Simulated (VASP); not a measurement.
C: single point with PBE+D3(BJ)

Crystal: C.

```xyz
2
Lattice="1.2325 0.7116 3.3609 -1.2325 0.7116 3.3609 0.0000 -1.4231 3.3609" Properties=species:S:1:pos:R:3 pbc="T T T"
C     0.0000    0.0450    1.6798
C     0.0000   -0.0450    8.4031
```

This cell differs from its parent crystal: mode 4 frozen in at +0.000 Å and mode 6 at +0.045 Å (largest displacements).

```json
{
 "Program": "VASP 6.6.1",
 "Task": "single point",
 "Functional": "PBE",
 "Dispersion": "D3(BJ)",
 "Potentials or basis": "VASP PAW PBE potentials, release 64 (C)",
 "Cutoff": "520 eV",
 "k mesh": "15 × 15 × 15",
 "Occupations": "gaussian, width 0.05 eV",
 "Spin": "no spin polarisation"
}
```

```json
{
 "Pressure": "3.7 GPa",
 "Largest force": "4.304 eV/Å",
 "Band gap on the k mesh": "0.42 eV, direct",
 "Dispersion energy per atom": "-0.156 eV"
}
```

Forces on the atoms (eV/Å):
```
C    0.000 -4.304  0.009
C    0.000  4.304 -0.009
```

Stress tensor (GPa, compression positive):
```
14.26  0.00  0.00
 0.00 -3.14  0.06
 0.00  0.06  0.06
```

Levels at points of the mesh, in eV from the valence-band top:
| k point | band 1 | band 2 | band 3 | band 4 | band 5 | band 6 | band 7 | band 8 |
| --- | --- | --- | --- | --- | --- | --- | --- | --- |
| (0.00, 0.00, 0.00) | -19.41 | -6.33 | -4.07 | -1.32 | 4.53 | 6.85 | 10.42 | 11.67 |

Run time: 100 s on 1 thread of Intel(R) Xeon(R) 6975P-C (Granite Rapids) (shared host), peak memory 0.27 GiB.

Caveat: the cell differs from its parent crystal (mode 4 frozen in at +0.000 Å and mode 6 at +0.045 Å (largest displacements)); forces of over 1 eV/Å act on the atoms, so gaps and moduli don't describe the material at rest. A k mesh can miss the band edges.
